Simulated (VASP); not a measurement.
Here is a VASP 6.6.1 calculation.

The input POSCAR:

```
RbZnI3
1.0
    5.8339864082      0.0000000000      0.0000000000
    0.0000000000      5.8339864082      0.0000000000
    0.0000000000      0.0000000000      5.8339864082
Rb Zn I
1 1 3
Direct
    0.0000000000      0.0000000000      0.0000000000
    0.5000000000      0.5000000000      0.5000000000
    0.5000000000      0.5000000000      0.0000000000
    0.5000000000      0.0000000000      0.5000000000
    0.0000000000      0.5000000000      0.5000000000
```

INCAR.step1

```
  PREC = Accurate
  ENCUT = 520
  ISMEAR = -1
  SIGMA = 0.02
  LREAL = False
  LASPH = True
  NELM = 100
  NBANDS = 29
  GGA = PE
  ALGO = Normal
  EDIFF = 1E-4
  LWAVE = True
  LCHARG = False
```

File INCAR.step2:

```
  PREC = Accurate
  ENCUT = 520
  EDIFF = 1E-6
  ISMEAR = -1
  SIGMA = 0.02
  LREAL = False
  LASPH = True
  NELM = 100
  ALGO = Normal
  ISIF = 2
  LWAVE = False
  LCHARG = False
  METAGGA = R2SCAN
  LMIXTAU = True
  NBANDS = 29
  ISTART = 1
```

File KPOINTS:

```
Automatic mesh
0
Gamma
  4 4 4
```

Potentials or basis: VASP PAW PBE potentials, release 64 (Rb_sv, Zn, I).

The run is started by

```sh
$ cat potpaw_PBE.64/Rb_sv/POTCAR potpaw_PBE.64/Zn/POTCAR potpaw_PBE.64/I/POTCAR > POTCAR
$ cp INCAR.step1 INCAR
$ mpirun -np 1 vasp_std > vasp.out
$ cp INCAR.step2 INCAR
$ mpirun -np 1 vasp_std > vasp.out
```

Task: Estimate the pressure.

Result: -1.2 GPa.

Task: What does it give for the band gap on the k mesh?

Result: Zero (band 21 reaches 0.99 eV, above the bottom of band 22 at 0.50 eV).

Caveat: the PAW data sets were made with another functional, which shifts forces and pressure a little; spin-orbit coupling is left out, which moves the levels of the heavy elements.
